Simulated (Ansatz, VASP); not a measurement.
# ScAl7N8 in VASP and in Ansatz

```
CELL_PARAMETERS angstrom
6.33883 0.00000 0.00000
-3.16942 5.48959 0.00000
0.00000 0.00000 5.04927
ATOMIC_POSITIONS crystal
Al 0.33646 0.16354 0.50180
Al 0.16792 0.83396 0.99909
Al 0.33646 0.67292 0.50180
Al 0.66604 0.33208 0.99909
Al 0.82708 0.16354 0.50180
Al 0.66604 0.83396 0.99909
Al 0.83333 0.66667 0.49830
Sc 0.16667 0.33333 0.99328
N 0.16667 0.33333 0.41461
N 0.34392 0.15608 0.87635
N 0.16533 0.83267 0.37908
N 0.34392 0.68784 0.87635
N 0.66733 0.33467 0.37908
N 0.81216 0.15608 0.87635
N 0.66733 0.83267 0.37908
N 0.83333 0.66667 0.88083
```

Alike in both runs: functional PBE; k mesh 4 × 4 × 5; no spin polarisation.

Ansatz relaxed the structure, and its values are those at the end. VASP's run is a single point on that final structure, the one shown.

|  | VASP | Ansatz |
| --- | --- | --- |
| version | VASP 6.6.1 | Ansatz 0.2.0 |
| potentials or method | VASP PAW PBE potentials, release 64 (Al, Sc_sv, N) | scalar-relativistic, plane waves, PAW |
| plane-wave cutoff (eV) | 520 | 420 |
| occupations | gaussian, width 0.01 eV | fixed |
| valence electrons in the cell | 72 | 72 |

```csv
,VASP,Ansatz,Ansatz less VASP
gap on the k mesh at the Fermi level (eV),3.99,3.98,-0.010
least direct gap on the mesh (eV),3.99,3.98,-0.010
pressure (GPa),1.9,1.9,+0.08
rms of the force components (eV/Å),0.019,0.000,-0.0184
```

Ansatz's warnings: stress scf threshold loose.
